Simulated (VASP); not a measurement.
# Ta4N5 (I4/m) in VASP: notebook

Runs on Ta4N5. Level: r2SCAN. Tasks: single point.

Program: VASP 6.6.1. These are calculated values, not measurements. Logs are shortened: lines on timing, memory, paths and dates and some standing lists are left out, and cuts for length are marked.

## 1. The cell of the first run

It takes space group I4/m (No. 87, tetragonal). Conventional cell: a = 6.634 Å, b = 6.634 Å, c = 4.155 Å, α = 90.00°, β = 90.00°, γ = 90.00°. Ta (site symmetry m) has 6 N at 2.02 to 2.18 Å within 2.7 Å. N (site symmetry 4/m) has 4 Ta at 2.02 Å within 2.7 Å. N (site symmetry m) has 5 Ta at 2.08 to 2.18 Å and 12 N at 2.90 to 3.05 Å within 3.1 Å.

## 2. Single point, r2SCAN (10.16 Å³/atom)

Input file POSCAR:

```
Ta4N5
1.0
   -3.3169792852      3.3169792852      2.0777423470
    3.3169792852     -3.3169792852      2.0777423470
    3.3169792852      3.3169792852     -2.0777423470
Ta N
4 5
Direct
    0.7854214186      0.6049024502      0.3903238688
    0.3950975498      0.7854214186      0.1805189684
    0.6049024502      0.2145785814      0.8194810316
    0.2145785814      0.3950975498      0.6096761312
    0.5000000000      0.5000000000      0.0000000000
    0.9099447298      0.3010046395      0.2109493693
    0.6989953605      0.9099447298      0.6089400903
    0.3010046395      0.0900552702      0.3910599097
    0.0900552702      0.6989953605      0.7890506307
```

Input file INCAR.step1:

```
SYSTEM = Ta4N5
PREC     = Accurate       ! precision mode
ENCUT    = 520            ! plane-wave cutoff, eV
ISMEAR   = 0              ! smearing method
SIGMA    = 0.1            ! smearing width, eV
LREAL    = .False.        ! projectors in reciprocal space
LASPH    = .True.         ! aspherical terms in the spheres
NELM     = 100            ! most SCF steps
NBANDS   = 44             ! bands
GGA      = PE             ! functional
ALGO     = Normal         ! electronic algorithm
EDIFF    = 1E-4           ! SCF threshold, eV
LWAVE    = .True.         ! write WAVECAR
LCHARG   = .False.        ! write CHGCAR
```

Input file INCAR.step2:

```
SYSTEM = Ta4N5
PREC     = Accurate       ! precision mode
ENCUT    = 520            ! plane-wave cutoff, eV
EDIFF    = 1E-6           ! SCF threshold, eV
ISMEAR   = 0              ! smearing method
SIGMA    = 0.1            ! smearing width, eV
LREAL    = .False.        ! projectors in reciprocal space
LASPH    = .True.         ! aspherical terms in the spheres
NELM     = 100            ! most SCF steps
ALGO     = Normal         ! electronic algorithm
ISIF     = 2              ! what is computed and relaxed
LWAVE    = .False.        ! write WAVECAR
LCHARG   = .False.        ! write CHGCAR
METAGGA  = R2SCAN         ! meta-GGA
LMIXTAU  = .True.       
NBANDS   = 44             ! bands
ISTART   = 1
```

Input file KPOINTS:

```
Automatic mesh
0
Gamma
  10 10 10
  0 0 0
```

Potentials or basis: VASP PAW PBE potentials, release 64 (Ta_pv, N).

Run with:

```
> cat potpaw_PBE.64/Ta_pv/POTCAR potpaw_PBE.64/N/POTCAR > POTCAR
> cp INCAR.step1 INCAR
> mpirun -np 1 vasp_std > vasp.out
> cp INCAR.step2 INCAR
> mpirun -np 1 vasp_std > vasp.out
```

OUTCAR:

```text
SYSTEM = Ta4N5
   PREC = Accurate
   ENCUT = 520
   EDIFF = 1E-6
   ISMEAR = 0
   LREAL = .False.
   LASPH = .True.
   NELM = 100
   ISIF = 2
   METAGGA = R2SCAN
   ISTART = 1

 ion  position               nearest neighbor table
   1  0.785  0.605  0.390-   5 2.02   8 2.08   8 2.08   7 2.10   9 2.12   6 2.18   3 2.85   2 2.85
                             4 2.87   4 2.87   3 3.06   2 3.06   3 3.06   2 3.06   4 3.17
   2  0.395  0.785  0.181-   5 2.02   6 2.08   6 2.08   9 2.10   8 2.12   7 2.18   1 2.85   4 2.85
                             3 2.87   3 2.87   1 3.06   4 3.06   1 3.06   4 3.06   3 3.17
   3  0.605  0.215  0.819-   5 2.02   9 2.08   9 2.08   6 2.10   7 2.12   8 2.18   1 2.85   4 2.85
                             2 2.87   2 2.87   4 3.06   4 3.06   1 3.06   1 3.06   2 3.17
   4  0.215  0.395  0.610-   5 2.02   7 2.08   7 2.08   8 2.10   6 2.12   9 2.18   3 2.85   2 2.85
                             1 2.87   1 2.87   2 3.06   3 3.06   3 3.06   2 3.06   1 3.17
   5  0.500  0.500  0.000-   1 2.02   2 2.02   3 2.02   4 2.02
   6  0.910  0.301  0.211-   2 2.08   2 2.08   3 2.10   4 2.12   1 2.18
   7  0.699  0.910  0.609-   4 2.08   4 2.08   1 2.10   3 2.12   2 2.18
   8  0.301  0.090  0.391-   1 2.08   1 2.08   4 2.10   2 2.12   3 2.18
   9  0.090  0.699  0.789-   3 2.08   3 2.08   2 2.10   1 2.12   4 2.18

  LATTYP: Found a body centered tetragonal cell.
 ALAT       =     6.6339585704
 C/A-ratio  =     0.6263959369

  Lattice vectors:

 A1 = (  -3.3169792852,   3.3169792852,   2.0777423470)
 A2 = (   3.3169792852,  -3.3169792852,   2.0777423470)
 A3 = (   3.3169792852,   3.3169792852,  -2.0777423470)

Analysis of symmetry for initial positions (statically):
=====================================================================
 Subroutine PRICEL returns:
 Original cell was already a primitive cell.

 Routine SETGRP: Setting up the symmetry group for a
 body centered tetragonal supercell.

 Subroutine GETGRP returns: Found  8 space group operations
 (whereof  8 operations were pure point group operations)
 out of a pool of 16 trial point group operations.

The static configuration has the point symmetry C_4h.

Analysis of symmetry for dynamics (positions and initial velocities):
=====================================================================
 Subroutine PRICEL returns:
 Original cell was already a primitive cell.

 Routine SETGRP: Setting up the symmetry group for a
 body centered tetragonal supercell.

 Subroutine GETGRP returns: Found  8 space group operations
 (whereof  8 operations were pure point group operations)
[... 125 lines left out ...]
   TEBEG  =    0.0;   TEEND  =   0.0 temperature during run
   PSTRESS=    0.0 pullay stress
   NELECT =      69.0000    total number of electrons
   NUPDOWN=      -1.0000    fix difference up-down
   EMIN   =  10.00;   EMAX   =-10.00  energy-range for DOS
   EFERMI =   0.00;   METHOD = LEGACY
   ISMEAR =     0;   SIGMA  =   0.10  broadening in eV -4-tet -1-fermi 0-gaus
   EFERMI_NEDOS =   21; number of points for ismear=-14 and -15
   IALGO  =     38    algorithm
   IMIX   =      4    mixing-type and parameters
     AMIX     =   0.40;   BMIX     =  1.00
     AMIX_MAG =   1.60;   BMIX_MAG =  1.00
  volume/ion in A,a.u.               =      10.16        68.56
  Fermi-wavevector in a.u.,A,eV,Ry     =   1.490432  2.816508 30.223807  2.221387
  Thomas-Fermi vector in A             =   2.603215
   LORBIT       =      0    0 simple, 1 ext, 2 COOP (PROOUT), +10 PAW based schemes
   METAGGA = R2SCAN    functional components
   LHFCALC =     F    Hartree Fock is set to
   AEXX    =    0.0000 exact exchange contribution
   IVDW    =     0    specifies the selected vdW correction
   LEPSILON=     F    determine dielectric tensor
   LRPA    =     F    only Hartree local field effects (RPA)
 non-spin polarized calculation
 Gauss-broadening in eV      SIGMA  =   0.10
  energy-cutoff  :      520.00
  volume of cell :       91.44
 maximum number of plane-waves:      2499
 NGX is ok and might be reduce to    40
   NGX = 19   NGY = 19   NGZ = 19

 number of electron      69.0000003 magnetization

 Free energy of the ion-electron system (eV)
  ---------------------------------------------------
  ext. energy  EPLUGINS =         0.00000000
  ---------------------------------------------------
  free energy    TOTEN  =      -250.41197253 eV

  energy without entropy =     -250.40484070  energy(sigma->0) =     -250.40840661

 E-fermi :   8.7493     XC(G=0): -14.1670

 val. band max:        8.7433845222   @ k =  -0.1000   0.4000   0.0000
 cond. band min:       8.7536373758   @ k =   0.3000   0.3000   0.2000
 fundamental gap:      0.0102528536
 Fermi energy:         8.7493246619

 k-point     1 :       0.0000    0.0000    0.0000
  band No.  band energies     occupation
      1     -28.8222      2.00000
      2     -28.8087      2.00000
      3     -28.5950      2.00000
      4     -28.5950      2.00000
      5     -28.5753      2.00000
      6     -28.5753      2.00000
[... 1117 lines left out ...]
     43      12.3536      0.00000
     44      13.0504      0.00000

 [... further k-points ...]

------------------------ aborting loop because EDIFF is reached ----------------------------------------

  FORCE on cell =-STRESS in cart. coord.  units (eV):
  Direction    XX          YY          ZZ          XY          YZ          ZX
  --------------------------------------------------------------------------------------
  -------------------------------------------------------------------------------------
  Total       21.5934754     21.5934754     21.5266550     -0.0000021     -0.0000000      0.0000000
  in kB      378.3519073    378.3519073    377.1811070     -0.0000369     -0.0000000      0.0000000
  external PRESSURE =     377.9616406 kB  Pullay stress =       0.0000000 kB

 VOLUME and BASIS-vectors are now :
 -----------------------------------------------------------------------------
  energy-cutoff  :      520.00
  volume of cell :       91.44
      direct lattice vectors                 reciprocal lattice vectors
    -3.316979285  3.316979285  2.077742347     0.000000000  0.150739561  0.240645815
     3.316979285 -3.316979285  2.077742347     0.150739561  0.000000000  0.240645815
     3.316979285  3.316979285 -2.077742347     0.150739561  0.150739561  0.000000000

 POSITION                                       TOTAL-FORCE (eV/Angst)
 -----------------------------------------------------------------------------------
      0.69592      1.89347      2.07774         0.008817     -0.007261     -0.000000
      1.89347     -0.69592      2.07774        -0.007261     -0.008817     -0.000000
      1.42351      4.01290      0.00000         0.007261      0.008817      0.000000
      2.62106      1.42351      0.00000        -0.008817      0.007261     -0.000000
      0.00000      0.00000      2.07774        -0.000000     -0.000000     -0.000000
     -1.32013      2.71956      2.07774        -0.035578      0.025866     -0.000000
      2.71956      1.32013      2.07774         0.025866      0.035578      0.000000
      0.59742      1.99685      0.00000        -0.025866     -0.035578     -0.000000
      4.63711      0.59742      0.00000         0.035578     -0.025866      0.000000
 -----------------------------------------------------------------------------------
    total drift:                               -0.000000     -0.000000      0.000000

  FREE ENERGIE OF THE ION-ELECTRON SYSTEM (eV)
  ---------------------------------------------------
  free  energy   TOTEN  =      -250.4119725280 eV

  energy  without entropy=     -250.4048407006  energy(sigma->0) =     -250.40840661
```

OUTCAR.step1:

```text
SYSTEM = Ta4N5
   PREC = Accurate
   ENCUT = 520
   ISMEAR = 0
   LREAL = .False.
   LASPH = .True.
[... 1382 lines left out ...]
      2.71956      1.32013      2.07774         0.029885      0.217085     -0.000000
      0.59742      1.99685      0.00000        -0.029885     -0.217085     -0.000000
      4.63711      0.59742      0.00000         0.217085     -0.029885      0.000000
 -----------------------------------------------------------------------------------
    total drift:                               -0.000000     -0.000000      0.000000

  FREE ENERGIE OF THE ION-ELECTRON SYSTEM (eV)
  ---------------------------------------------------
  free  energy   TOTEN  =       -97.5734549655 eV

  energy  without entropy=      -97.5662466008  energy(sigma->0) =      -97.56985078
```

OSZICAR.step1:

```text
N       E                     dE             d eps       ncg     rms          rms(c)
DAV:   1     0.691278464609E+03    0.69128E+03   -0.38063E+04 12864   0.166E+03
DAV:   2    -0.609489378676E+02   -0.75223E+03   -0.72919E+03 14532   0.495E+02
DAV:   3    -0.111834726309E+03   -0.50886E+02   -0.50220E+02 15412   0.123E+02
DAV:   4    -0.112893240389E+03   -0.10585E+01   -0.10535E+01 15720   0.181E+01
DAV:   5    -0.112911132223E+03   -0.17892E-01   -0.17867E-01 15476   0.213E+00    0.625E+01
DAV:   6    -0.978933408693E+02    0.15018E+02   -0.77441E+01 15312   0.432E+01    0.271E+01
DAV:   7    -0.976702606932E+02    0.22308E+00   -0.33807E+00 15304   0.914E+00    0.156E+01
DAV:   8    -0.975845002088E+02    0.85760E-01   -0.29486E-01 14556   0.318E+00    0.120E+00
DAV:   9    -0.975729852217E+02    0.11515E-01   -0.57896E-02 15952   0.109E+00    0.301E-01
DAV:  10    -0.975735888518E+02   -0.60363E-03   -0.43924E-03 15184   0.438E-01    0.140E-01
DAV:  11    -0.975734358288E+02    0.15302E-03   -0.11142E-03 14032   0.168E-01    0.300E-02
DAV:  12    -0.975734549655E+02   -0.19137E-04   -0.12653E-04  8388   0.615E-02
   1 F= -.97573455E+02 E0= -.97569851E+02  d E =-.720836E-02
```

Wall time 58 min (1 thread of Oxide Virtual Turin-like, shared host); peak memory 0.53 GiB.

Results:

* Free energy: -250.4120 eV
* Pressure: 37.8 GPa
* Largest force: 0.044 eV/Å
* Band gap on the k mesh: zero (an odd number of electrons rules out a gap without spin polarisation)

Forces in eV/Å, atoms in the order of the input:
```
Ta   0.009 -0.007  0.000
Ta  -0.007 -0.009  0.000
Ta   0.007  0.009  0.000
Ta  -0.009  0.007  0.000
N    0.000  0.000  0.000
N   -0.036  0.026  0.000
N    0.026  0.036  0.000
N   -0.026 -0.036  0.000
N    0.036 -0.026  0.000
```

Caveat: the cell stands under pressure; the PAW data sets were made with another functional, which shifts forces and pressure a little; spin-orbit coupling is left out, which moves the levels of the heavy elements; an odd number of electrons without spin polarisation forces a metal; a magnetic or distorted state may lie lower.

## 3. Single point, r2SCAN (10.49 Å³/atom)

This run uses another cell than the first one, of 10.49 Å³/atom.

Input file POSCAR:

```
Ta4N5
1.0
   -3.3561845749      3.3561845749      2.0963896031
    3.3561845749     -3.3561845749      2.0963896031
    3.3561845749      3.3561845749     -2.0963896031
Ta N
4 5
Direct
    0.7845534617      0.6052746233      0.3898280849
    0.3947253767      0.7845534617      0.1792788384
    0.6052746233      0.2154465383      0.8207211616
    0.2154465383      0.3947253767      0.6101719151
    0.5000000000      0.5000000000      0.0000000000
    0.9094905675      0.3037323487      0.2132229162
    0.6962676513      0.9094905675      0.6057582188
    0.3037323487      0.0905094325      0.3942417812
    0.0905094325      0.6962676513      0.7867770838
```

Input file INCAR.step1:

```
ALGO = Normal ; EDIFF = 1E-4
ENCUT = 520 ; GGA = PE
ISMEAR = 0 ; LASPH = True
LCHARG = False ; LREAL = False
LWAVE = True ; NBANDS = 44
NELM = 60 ; PREC = Accurate
SIGMA = 0.1
```

Input file INCAR.step2:

```
ALGO = Normal ; EDIFF = 1E-7
ENCUT = 520 ; ISIF = 2
ISMEAR = 0 ; ISTART = 1
LASPH = True ; LCHARG = False
LMIXTAU = True ; LREAL = False
LWAVE = False ; METAGGA = R2SCAN
NBANDS = 44 ; NELM = 60
PREC = Accurate ; SIGMA = 0.1
```

Input file KPOINTS:

```
k-points
0
Gamma
  10 10 10
```

Potentials or basis: VASP PAW PBE potentials, release 64 (Ta_pv, N).

Run with:

```
> cat potpaw_PBE.64/Ta_pv/POTCAR potpaw_PBE.64/N/POTCAR > POTCAR
> cp INCAR.step1 INCAR
> mpirun -np 1 vasp_std > vasp.out
> cp INCAR.step2 INCAR
> mpirun -np 1 vasp_std > vasp.out
```

Wall time 80 min (1 thread of Oxide Virtual Turin-like, shared host); peak memory 0.54 GiB.

Results (log left out):

| Quantity | Value |
| --- | --- |
| Free energy | -250.9898 eV |
| Pressure | 23.8 GPa |
| Largest force | 0.040 eV/Å |
| Band gap on the k mesh | zero (an odd number of electrons rules out a gap without spin polarisation) |

Forces in eV/Å, atoms in the order of the input:
```
Ta   0.010 -0.011  0.000
Ta  -0.011 -0.010  0.000
Ta   0.011  0.010  0.000
Ta  -0.010  0.011  0.000
N    0.000  0.000  0.000
N   -0.032  0.024  0.000
N    0.024  0.032  0.000
N   -0.024 -0.032  0.000
N    0.032 -0.024  0.000
```

Stress tensor (GPa, compression positive):
```
23.81  0.00  0.00
 0.00 23.81  0.00
 0.00  0.00 23.71
```

Levels at points of the mesh, in eV from the Fermi level:
```
           k point  band 33  band 34  band 35  band 36  band 37  band 38
(0.00, 0.00, 0.00)    -1.56    -1.56    -1.20     0.64     0.89     1.26
(0.50, 0.00, 0.00)    -1.34     0.61     1.19     1.67     1.93     2.16
(0.50, 0.50, 0.00)    -3.42    -1.92    -0.61     0.51     0.72     1.78
(0.50, 0.50, 0.50)    -3.72    -2.38    -1.98    -0.58    -0.58     2.92
```

Caveat: the cell stands under pressure; the PAW data sets were made with another functional, which shifts forces and pressure a little; spin-orbit coupling is left out, which moves the levels of the heavy elements; an odd number of electrons without spin polarisation forces a metal; a magnetic or distorted state may lie lower.
